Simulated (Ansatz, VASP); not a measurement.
**BeAlS3 in VASP and in Ansatz**

INCAR

```
SYSTEM = BeAlS3
PREC     = Accurate       ! precision mode
ENCUT    = 600            ! plane-wave cutoff, eV
EDIFF    = 1E-6           ! SCF threshold, eV
ISMEAR   = 0              ! smearing method
SIGMA    = 0.1            ! smearing width, eV
LREAL    = .FALSE.        ! projectors in reciprocal space
LASPH    = .TRUE.         ! aspherical terms in the spheres
NELM     = 100            ! most SCF steps
ALGO     = Normal         ! electronic algorithm
ISIF     = 3              ! what is computed and relaxed
LWAVE    = .FALSE.        ! write WAVECAR
LCHARG   = .FALSE.        ! write CHGCAR
GGA      = PE             ! functional
IBRION   = 2              ! ionic algorithm
NSW      = 100            ! ionic steps
EDIFFG   = -0.01          ! ionic threshold
```

Contents of KPOINTS:

```
regular mesh
0
G
  10 10 10
  0 0 0
```

POSCAR

```
BeAlS3
1.0
    4.3325021100      0.0000000000      0.0000000000
    0.0000000000      4.3325021100      0.0000000000
    0.0000000000      0.0000000000      4.3325021100
Be Al S
1 1 3
Direct
    0.5000000000      0.5000000000      0.5000000000
    0.0000000000      0.0000000000      0.0000000000
    0.0000000000      0.5000000000      0.5000000000
    0.5000000000      0.0000000000      0.5000000000
    0.5000000000      0.5000000000      0.0000000000
```

Input for Ansatz:

```yaml
crystal:
  lattice:
    - [4.33250211, 0.0, 0.0]
    - [0.0, 4.33250211, 0.0]
    - [0.0, 0.0, 4.33250211]
  atoms:
    - { symbol: Be, position: [0.5, 0.5, 0.5] }
    - { symbol: Al, position: [0.0, 0.0, 0.0] }
    - { symbol: S, position: [0.0, 0.5, 0.5] }
    - { symbol: S, position: [0.5, 0.0, 0.5] }
    - { symbol: S, position: [0.5, 0.5, 0.0] }
basis:
  ecutwfc: 420
kpoints:
  mp_grid: { grid: [10, 10, 10] }
hamiltonian:
  xc: pbe
scf:
  occupations: { method: gaussian, width: 0.1 }
output:
  forces: true
  stress: true
  eigenvalues: true
  write_density: true
  write_potential: true
  elf: true
  volumetric_format: npy
relax:
  adjacent_minimum: "off"
  f_tol: 0.01
  max_steps: 80
  cell: { stress_tol: 0.05 }
```

Change from the starting cell: species swapped into the Mn3SnN type (Pm-3m, No. 221).

Alike in both runs: task relaxation of cell and atoms; functional PBE; k mesh 10 × 10 × 10; occupations gaussian, width 0.1 eV; no spin polarisation.

|  | VASP | Ansatz |
| --- | --- | --- |
| version | VASP 6.6.1 | Ansatz 0.2.0 |
| potentials or method | VASP PAW PBE potentials, release 64 (Be, Al, S), cutoff 600 eV | scalar-relativistic, plane waves, PAW |
| valence electrons in the cell | 23 | 23 |

```csv
,VASP,Ansatz,Ansatz less VASP
"gap on the k mesh at the Fermi level, each at its own relaxed structure (eV)",none,none,-
relaxed volume (Å³/atom),16.17,16.18,+0.009
relaxed cell length with the largest relative difference (Å),4.324,4.325,+0.0008
```

A gap of «none» marks a metal or a gap that the smearing closes.
